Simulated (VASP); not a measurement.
# InAs in VASP: notebook

Runs on InAs. Level: PBE. Tasks: single point.

All numbers are computed with VASP 6.6.1; they aren't measurements. Logs are shortened: lines on timing, memory, paths and dates and some standing lists are left out, and cuts for length are marked.

**1. The cell of the first run**

The cell holds a wire or tube with vacuum around it, 2 atoms: a = 9.000 Å, b = 9.300 Å, c = 5.102 Å, α = 90.00°, β = 90.00°, γ = 90.00°.

**2. Single point, PBE, collinear spin**

File INCAR:

```
ALGO     = Normal         # electronic algorithm
EDIFF    = 1E-6           # SCF threshold, eV
ENCUT    = 520            # plane-wave cutoff, eV
GGA      = PE             # functional
ISIF     = 2              # what is computed and relaxed
ISMEAR   = 0              # smearing method
ISPIN    = 2              # spin polarisation
LASPH    = T              # aspherical terms in the spheres
LCHARG   = T              # write CHGCAR
LELF     = T              # ELF
LORBIT   = 11             # projections on sites
LREAL    = F              # projectors in reciprocal space
LVHAR    = T            
LWAVE    = F              # write WAVECAR
MAGMOM   = 0.5 0.5        # initial moments
NBANDS   = 20             # bands
NELM     = 150            # most SCF steps
PREC     = Accurate       # precision mode
SIGMA    = 0.05           # smearing width, eV
```

File KPOINTS:

```
k-points
0
Gamma
  1 1 14
```

File POSCAR:

```
InAs
1.0
    9.0000000000      0.0000000000      0.0000000000
    0.0000000000      9.3000000000      0.0000000000
    0.0000000000      0.0000000000      5.1021956935
In As
1 1
Direct
    0.5000000000      0.5000000000      0.0000000000
    0.5000000000      0.5000000000      0.5000000000
```

Potentials or basis: VASP PAW PBE potentials, release 64 (In_d, As).

Run with:

```bash
> cat potpaw_PBE.64/In_d/POTCAR potpaw_PBE.64/As/POTCAR > POTCAR
> mpirun -np 1 vasp_std > vasp.out
```

OUTCAR:

```text
EDIFF = 1E-6
   ENCUT = 520
   GGA = PE
   ISIF = 2
   ISMEAR = 0
   ISPIN = 2
   LASPH = T
   LORBIT = 11
   LREAL = F
   NELM = 150
   PREC = Accurate

 ion  position               nearest neighbor table
   1  0.500  0.500  0.000-   2 2.55   2 2.55
   2  0.500  0.500  0.500-   1 2.55   1 2.55

  LATTYP: Found a simple orthorhombic cell.
 ALAT       =     5.1021956935
 B/A-ratio  =     1.7639464538
 C/A-ratio  =     1.8227446689

  Lattice vectors:

 A1 = (   0.0000000000,   0.0000000000,   5.1021956935)
 A2 = (   9.0000000000,   0.0000000000,   0.0000000000)
 A3 = (   0.0000000000,   9.3000000000,   0.0000000000)

Analysis of symmetry for initial positions (statically):
=====================================================================
 Subroutine PRICEL returns:
 Original cell was already a primitive cell.

 Routine SETGRP: Setting up the symmetry group for a
 simple orthorhombic supercell.

 Subroutine GETGRP returns: Found  8 space group operations
 (whereof  8 operations were pure point group operations)
 out of a pool of  8 trial point group operations.

The static configuration has the point symmetry D_2h.

Analysis of symmetry for dynamics (positions and initial velocities):
=====================================================================
 Subroutine PRICEL returns:
 Original cell was already a primitive cell.

 Routine SETGRP: Setting up the symmetry group for a
 simple orthorhombic supercell.

 Subroutine GETGRP returns: Found  8 space group operations
 (whereof  8 operations were pure point group operations)
 out of a pool of  8 trial point group operations.

The dynamic configuration has the point symmetry D_2h.

Analysis of structural, dynamic, and magnetic symmetry:
=====================================================================
 Subroutine PRICEL returns:
 Original cell was already a primitive cell.

 Routine SETGRP: Setting up the symmetry group for a
 simple orthorhombic supercell.

 Subroutine GETGRP returns: Found  8 space group operations
 (whereof  8 operations were pure point group operations)
 out of a pool of  8 trial point group operations.

The overall configuration has the point symmetry D_2h.

 Subroutine INISYM returns: Found  8 space group operations
[... 97 lines left out ...]
   IALGO  =     38    algorithm
   IMIX   =      4    mixing-type and parameters
     AMIX     =   0.40;   BMIX     =  1.00
     AMIX_MAG =   1.60;   BMIX_MAG =  1.00
  volume/ion in A,a.u.               =     213.53      1440.95
  Fermi-wavevector in a.u.,A,eV,Ry     =   0.569733  1.076640  4.416395  0.324596
  Thomas-Fermi vector in A             =   1.609495
   LORBIT       =     11    0 simple, 1 ext, 2 COOP (PROOUT), +10 PAW based schemes
   GGA     = PE    functional components
   LHFCALC =     F    Hartree Fock is set to
   AEXX    =    0.0000 exact exchange contribution
   IVDW    =     0    specifies the selected vdW correction
   LEPSILON=     F    determine dielectric tensor
   LRPA    =     F    only Hartree local field effects (RPA)
 spin polarized calculation
 Gauss-broadening in eV      SIGMA  =   0.05
  energy-cutoff  :      520.00
  volume of cell :      427.05
 maximum number of plane-waves:     11525
 NGX is ok and might be reduce to    70
   NGX = 33   NGY = 35   NGZ = 19

 number of electron      17.9999999 magnetization       0.7142589

 Free energy of the ion-electron system (eV)
  ---------------------------------------------------
  ext. energy  EPLUGINS =         0.00000000
  ---------------------------------------------------
  free energy    TOTEN  =        -5.11984772 eV

  energy without entropy =       -5.11974401  energy(sigma->0) =       -5.11979586

 E-fermi :  -3.6885     XC(G=0):  -2.3837

 val. band max:       -3.7919582385   @ k =   0.0000   0.0000   0.2857
 cond. band min:      -3.5849127131   @ k =   0.0000   0.0000   0.3571
 fundamental gap:      0.2070455254
 Fermi energy:        -3.6884605310

 spin component 1

 k-point     1 :       0.0000    0.0000    0.0000
  band No.  band energies     occupation
      1     -18.3941      1.00000
      2     -18.1045      1.00000
      3     -18.1045      1.00000
      4     -18.0745      1.00000
      5     -18.0744      1.00000
      6     -13.5257      1.00000
[... 160 lines left out ...]
      6     -13.5613      1.00000
[... 12 lines left out ...]
     19       3.4237      0.00000
     20       3.5543      0.00000
 Fermi energy:        -3.6884605310

 spin component 2

 k-point     1 :       0.0000    0.0000    0.0000
  band No.  band energies     occupation
      1     -18.3795      1.00000
      2     -18.1105      1.00000
      3     -18.1104      1.00000
      4     -18.0725      1.00000
      5     -18.0724      1.00000
      6     -13.1211      1.00000
[... 173 lines left out ...]
     19       3.6439      0.00000
     20       3.6949      0.00000

------------------------ aborting loop because EDIFF is reached ----------------------------------------

  FORCE on cell =-STRESS in cart. coord.  units (eV):
  Direction    XX          YY          ZZ          XY          YZ          ZX
  --------------------------------------------------------------------------------------
  -------------------------------------------------------------------------------------
  Total        0.0443832      0.0298199      0.0397504      0.0000000      0.0000000     -0.0000000
  in kB        0.1665126      0.1118753      0.1491317      0.0000000      0.0000000     -0.0000000
  external PRESSURE =       0.1425065 kB  Pullay stress =       0.0000000 kB

 VOLUME and BASIS-vectors are now :
 -----------------------------------------------------------------------------
  energy-cutoff  :      520.00
  volume of cell :      427.05
      direct lattice vectors                 reciprocal lattice vectors
     9.000000000  0.000000000  0.000000000     0.111111111  0.000000000  0.000000000
     0.000000000  9.300000000  0.000000000     0.000000000  0.107526882  0.000000000
     0.000000000  0.000000000  5.102195693     0.000000000  0.000000000  0.195994050

 POSITION                                       TOTAL-FORCE (eV/Angst)
 -----------------------------------------------------------------------------------
      4.50000      4.65000      0.00000         0.000000      0.000000      0.000000
      4.50000      4.65000      2.55110         0.000000      0.000000      0.000000
 -----------------------------------------------------------------------------------
    total drift:                                0.000000      0.000000      0.000000

  FREE ENERGIE OF THE ION-ELECTRON SYSTEM (eV)
  ---------------------------------------------------
  free  energy   TOTEN  =        -5.1198477172 eV

  energy  without entropy=       -5.1197440061  energy(sigma->0) =       -5.11979586

 total charge

# of ion       s       p       d       tot
------------------------------------------
    1        1.026   0.457   9.849  11.332
    2        1.276   1.407   0.012   2.695
--------------------------------------------------
tot          2.302   1.864   9.862  14.027

 magnetization (x)

# of ion       s       p       d       tot
------------------------------------------
    1       -0.007  -0.020   0.011  -0.016
    2        0.005   0.305  -0.000   0.310
--------------------------------------------------
tot         -0.003   0.285   0.011   0.294
```

OSZICAR:

```text
N       E                     dE             d eps       ncg     rms          rms(c)
DAV:   1     0.107995810106E+03    0.10800E+03   -0.57589E+03   680   0.577E+02
DAV:   2     0.535375826436E+01   -0.10264E+03   -0.99363E+02   772   0.163E+02
[... 13 lines left out ...]
DAV:  16    -0.511968747403E+01   -0.85018E-04   -0.92670E-06   680   0.218E-02    0.506E-03
DAV:  17    -0.511977933580E+01   -0.91862E-04   -0.64694E-06   648   0.117E-02    0.208E-03
DAV:  18    -0.511983135143E+01   -0.52016E-04   -0.62648E-06   640   0.901E-03    0.119E-03
DAV:  19    -0.511984091132E+01   -0.95599E-05   -0.10810E-06   592   0.460E-03    0.929E-04
DAV:  20    -0.511984703389E+01   -0.61226E-05   -0.10030E-06   584   0.374E-03    0.283E-04
DAV:  21    -0.511984771718E+01   -0.68329E-06   -0.12201E-07   576   0.103E-03
   1 F= -.51198477E+01 E0= -.51197959E+01  d E =-.103711E-03  mag=     0.7143
```

Wall time 6.6 min (1 thread of Intel Xeon 8259CL, shared host); peak memory 0.63 GiB.

Results:

```
Free energy                                           : -5.1198 eV
Net moment                                            : 0.71 μB per cell
Site moments                                          : In -0.02; As +0.31 μB
Valence electrons inside the program's atomic spheres : In 11.33; As 2.69
```

Caveat: spin-orbit coupling is left out, which moves the levels of the heavy elements.

**3. Single point, PBE, collinear spin**

File INCAR:

```
SYSTEM = InAs
PREC = Accurate
ENCUT = 520
EDIFF = 1E-6
ISMEAR = 0
SIGMA = 0.05
LREAL = .FALSE.
LASPH = .TRUE.
NELM = 150
ALGO = Normal
ISIF = 2
LWAVE = .FALSE.
LCHARG = .FALSE.
ISPIN = 2
MAGMOM = 0.5 0.5
LORBIT = 11
GGA = PE
NBANDS = 20
```

File KPOINTS:

```
regular mesh
0
G
  1 1 14
  0 0 0
```

File POSCAR:

```
InAs
1.0
    9.0000000000      0.0000000000      0.0000000000
    0.0000000000      9.3000000000      0.0000000000
    0.0000000000      0.0000000000      5.1068512579
In As
1 1
Direct
    0.5000000000      0.5000000000     -0.0175088542
    0.5000000000      0.5000000000      0.4825088542
```

Potentials or basis: VASP PAW PBE potentials, release 64 (In_d, As).

Run with:

```bash
> cat potpaw_PBE.64/In_d/POTCAR potpaw_PBE.64/As/POTCAR > POTCAR
> mpirun -np 1 vasp_std > vasp.out
```

Run time: 4.8 min. Hardware: 1 thread of Intel Xeon 8259CL, shared host; peak memory 0.62 GiB.

It converged, with:

| Item | Value |
| --- | --- |
| Free energy | -5.1199 eV |
| Net moment | 0.71 μB per cell |
| Site moments | In -0.02; As +0.31 μB |
| Valence electrons inside the program's atomic spheres | In 11.33; As 2.69 |

Levels at points of the mesh, in eV from the Fermi level:
Spin up:
```tsv
k point	band 7	band 8	band 9	band 10	band 11	band 12
(0.00, 0.00, 0.00)	-2.72	-2.13	-1.01	-1.01	3.82	3.95
(0.00, 0.00, 0.50)	-5.45	-0.26	-0.25	1.95	1.95	4.03
```
Spin down:
| k point | band 6 | band 7 | band 8 | band 9 | band 10 | band 11 | band 12 | band 13 |
| --- | --- | --- | --- | --- | --- | --- | --- | --- |
| (0.00, 0.00, 0.00) | -9.43 | -2.54 | -2.05 | -0.54 | -0.54 | 3.90 | 4.14 | 4.15 |
| (0.00, 0.00, 0.50) | -9.39 | -5.40 | 0.37 | 0.38 | 1.95 | 1.96 | 4.16 | 5.07 |

Caveat: spin-orbit coupling is left out, which moves the levels of the heavy elements.
